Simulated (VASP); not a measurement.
A run of VASP 6.6.1 is set up as follows.

Contents of INCAR:

```
SYSTEM = K
PREC = Accurate
ENCUT = 600
EDIFF = 1E-6
ISMEAR = 0
SIGMA = 0.05
LREAL = .FALSE.
LASPH = .TRUE.
NELM = 100
ALGO = Fast
ISIF = 3
LWAVE = .FALSE.
LCHARG = .FALSE.
GGA = PE
IBRION = 2
NSW = 80
EDIFFG = -0.01
```

Contents of KPOINTS:

```
Automatic mesh
0
G
  10 10 6
  0 0 0
```

The input POSCAR:

```
K
1.0
    4.6590760777      0.0000000000      0.0000000000
   -2.3295380388      4.0348782414      0.0000000000
    0.0000000000      0.0000000000      7.6098242602
K
2
Direct
    0.3333333333      0.6666666667      0.7500000000
    0.6666666667      0.3333333333      0.2500000000
```

Potentials or basis: VASP PAW PBE potentials, release 64 (K_sv).

The run is started by

```sh
$ cat potpaw_PBE.64/K_sv/POTCAR > POTCAR
$ mpirun -np 1 vasp_std > vasp.out
```

Question: Estimate the band gap on the k mesh.

Answer: Zero (bands 9 and 10 overlap by 2.31 eV).

Question: Estimate the relaxed cell.

Answer: a = 4.741 Å, b = 4.741 Å, c = 7.611 Å, α = 90.00°, β = 90.00°, γ = 120.00°.

Step by step:
```csv
step,energy change (eV),largest force (eV/Å),pressure (GPa),volume (Å³)
1,0.0000,0.0000,0.13,143.06
2,-0.0009,0.0000,0.10,144.23
3,-0.0022,0.0000,0.00,147.81
4,-0.0022,0.0000,0.00,148.07
5,-0.0022,0.0000,-0.02,148.58
6,-0.0022,0.0000,0.00,148.22
7,-0.0022,0.0000,-0.01,148.40
8,-0.0023,0.0000,-0.01,148.34
9,-0.0024,0.0000,-0.01,148.16
```
